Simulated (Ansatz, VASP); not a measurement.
# One calculation of Fe3CoGe4, two programs

The input INCAR:

```
SYSTEM = Fe3CoGe4
PREC = Accurate
ENCUT = 520
EDIFF = 1E-6
ISMEAR = 0
SIGMA = 0.1
LREAL = .FALSE.
LASPH = .TRUE.
NELM = 150
ALGO = Normal
ISIF = 2
LWAVE = .FALSE.
LCHARG = .TRUE.
ISPIN = 2
MAGMOM = 4 4 4 3 0 0 0 0
LORBIT = 11
LMAXMIX = 4
GGA = PE
LELF = .TRUE.
LVHAR = .TRUE.
NBANDS = 58
```

KPOINTS

```
Automatic mesh
0
G
  4 4 4
  0 0 0
```

POSCAR

```
Fe3CoGe4
1.0
    3.5030929300      2.0225116400      2.8602634000
   -3.5030929300      2.0225116400      2.8602634000
    0.0000000000     -4.0450232900      2.8602634000
Fe Co Ge
3 1 4
Direct
    0.1350000000      0.8650000000      0.6350000000
    0.8650000000      0.6350000000      0.1350000000
    0.6350000000      0.1350000000      0.8650000000
    0.3650000000      0.3650000000      0.3650000000
    0.8420000000      0.1580000000      0.3420000000
    0.1580000000      0.3420000000      0.8420000000
    0.6580000000      0.6580000000      0.6580000000
    0.3420000000      0.8420000000      0.1580000000
```

Input for Ansatz:

```yaml
crystal:
  lattice:
    - [3.50309293, 2.02251164, 2.8602634]
    - [-3.50309293, 2.02251164, 2.8602634]
    - [0.0, -4.04502329, 2.8602634]
  atoms:
    - { symbol: Fe, position: [0.135, 0.865, 0.635], spin: 4.0 }
    - { symbol: Fe, position: [0.865, 0.635, 0.135], spin: 4.0 }
    - { symbol: Fe, position: [0.635, 0.135, 0.865], spin: 4.0 }
    - { symbol: Co, position: [0.365, 0.365, 0.365], spin: 3.0 }
    - { symbol: Ge, position: [0.842, 0.158, 0.342] }
    - { symbol: Ge, position: [0.158, 0.342, 0.842] }
    - { symbol: Ge, position: [0.658, 0.658, 0.658] }
    - { symbol: Ge, position: [0.342, 0.842, 0.158] }
basis:
  ecutwfc: 420
kpoints:
  mp_grid: { grid: [4, 4, 4] }
hamiltonian:
  xc: pbe
scf:
  occupations: { method: gaussian, width: 0.1 }
  lower_state_search: "off"
output:
  forces: true
  stress: true
  eigenvalues: true
  populations: true
magnetization:
  spin_polarized: true
```

Alike in both runs: task single point; functional PBE; k mesh 4 × 4 × 4; occupations gaussian, width 0.1 eV; collinear spin.

|  | VASP | Ansatz |
| --- | --- | --- |
| version | VASP 6.6.1 | Ansatz 0.2.0 |
| potentials or method | VASP PAW PBE potentials, release 64 (Fe, Co, Ge_d), cutoff 520 eV | scalar-relativistic, plane waves, PAW |
| valence electrons in the cell | 89 | 121 |

|  | VASP | Ansatz | Ansatz less VASP |
| --- | --- | --- | --- |
| gap on the k mesh at the Fermi level (eV) | none | none | - |
| pressure (GPa) | -16.7 | -16.8 | -0.10 |
| traceless stress, the component that is largest in VASP (GPa) | -0.44 | -0.45 | -0.009 |
| rms of the force components (eV/Å) | 0.175 | 0.179 | +0.0039 |
| net moment per atom (μB) | 0.65 | 0.65 | +0.001 |
| size of the moment on the site where the two differ most (μB) | 0.10 | 0.08 | -0.022 |

Site moments also hang on the region over which each program counts them. Atom by atom the forces differ by 0.004 eV/Å (rms over components). A gap of «none» marks a metal or a gap that the smearing closes. With one functional, cell and mesh, what is left measures potentials, basis and numerics. VASP's potentials hold 89 valence electrons a cell and Ansatz's 121, so a difference there can come from the potentials and not from the codes.
